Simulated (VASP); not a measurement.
SnSe: single point with r2SCAN

The system is SnSe.

```
Sn Se
1.0
     3.66536    0.00000    0.00000
     0.00000    3.66536    0.00000
     0.00000    0.00000    3.66536
Sn Se
1 1
Direct
  0.00000 0.00000 0.00000
  0.50000 0.50000 0.50000
```

```
Program                : VASP 6.6.1
Task                   : single point
Functional             : r2SCAN
Potentials or basis    : VASP PAW PBE potentials, release 64 (Sn_d, Se)
Cutoff                 : 520 eV
k mesh                 : 6 × 6 × 6
Occupations            : fermi-dirac, width 0.02 eV
Spin                   : no spin polarisation
Dipole correction      : no
Further INCAR settings : ALGO = Normal; EDIFF = 1e-07; NBANDS = 17
```

```json
{"Pressure": "0.0 GPa", "Band gap on the k mesh": "zero (band 10 reaches 6.55 eV, above the bottom of band 11 at 5.22 eV)"}
```

Levels at points of the mesh, in eV from the Fermi level:
| k point | band 6 | band 7 | band 8 | band 9 | band 10 | band 11 | band 12 | band 13 | band 14 | band 15 |
| --- | --- | --- | --- | --- | --- | --- | --- | --- | --- | --- |
| (0.00, 0.00, 0.00) | -14.24 | -5.67 | -1.98 | -1.98 | -1.98 | 4.98 | 4.98 | 6.51 | 6.51 | 6.51 |
| (0.50, 0.00, 0.00) | -13.18 | -8.60 | -0.65 | -0.65 | 0.26 | 0.60 | 3.33 | 3.33 | 7.05 | 8.21 |
| (0.50, 0.50, 0.00) | -12.45 | -6.16 | -5.15 | -5.15 | -0.21 | 4.51 | 4.51 | 5.05 | 7.21 | 9.08 |
| (0.50, 0.50, 0.50) | -12.02 | -4.52 | -3.09 | -3.09 | -3.09 | -0.93 | -0.93 | -0.93 | 15.15 | 15.15 |

Wall time 31 s on 1 thread of Intel(R) Xeon(R) 6975P-C (Granite Rapids), with other jobs on the host, peak memory 0.16 GiB.

Caveat: the PAW data sets were made with another functional, which shifts forces and pressure a little; spin-orbit coupling is left out, which moves the levels of the heavy elements.
